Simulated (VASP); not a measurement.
A run of VASP 6.6.1 is set up as follows.

Contents of INCAR:

```
PREC     = Accurate       # precision mode
ENCUT    = 520            # plane-wave cutoff, eV
EDIFF    = 1E-6           # SCF threshold, eV
ISMEAR   = 0              # smearing method
SIGMA    = 0.05           # smearing width, eV
LREAL    = F              # projectors in reciprocal space
LASPH    = T              # aspherical terms in the spheres
NELM     = 60             # most SCF steps
ALGO     = Normal         # electronic algorithm
ISIF     = 2              # what is computed and relaxed
LWAVE    = F              # write WAVECAR
LCHARG   = F              # write CHGCAR
GGA      = PS             # functional
NBANDS   = 17             # bands
```

File KPOINTS:

```
regular mesh
0
Gamma
  14 14 14
```

POSCAR

```
ZrSi2
1.0
   -1.6438588907      1.6438588907      4.5852081499
    1.6438588907     -1.6438588907      4.5852081499
    1.6438588907      1.6438588907     -4.5852081499
Zr Si
1 2
Direct
    0.0000000000      0.0000000000      0.0000000000
    0.3100427431      0.3100427431      0.0000000000
    0.6899572569      0.6899572569      0.0000000000
```

Potentials or basis: VASP PAW PBE potentials, release 64 (Zr_sv, Si).

Launch:

```sh
$ cat potpaw_PBE.64/Zr_sv/POTCAR potpaw_PBE.64/Si/POTCAR > POTCAR
$ mpirun -np 1 vasp_std > vasp.out
```

Task: Estimate the pressure.

Result: -3.4 GPa.

Task: What does it give for the band gap on the k mesh?

Result: Zero (bands 10 and 11 overlap by 1.51 eV).

Task: Estimate the largest force.

Result: 0.046 eV/Å.

Forces on the atoms (eV/Å):
```
Zr   0.000  0.000  0.000
Si   0.000  0.000  0.046
Si   0.000  0.000 -0.046
```

Caveat: the cell stands under tension; the PAW data sets were made with another functional, which shifts forces and pressure a little.
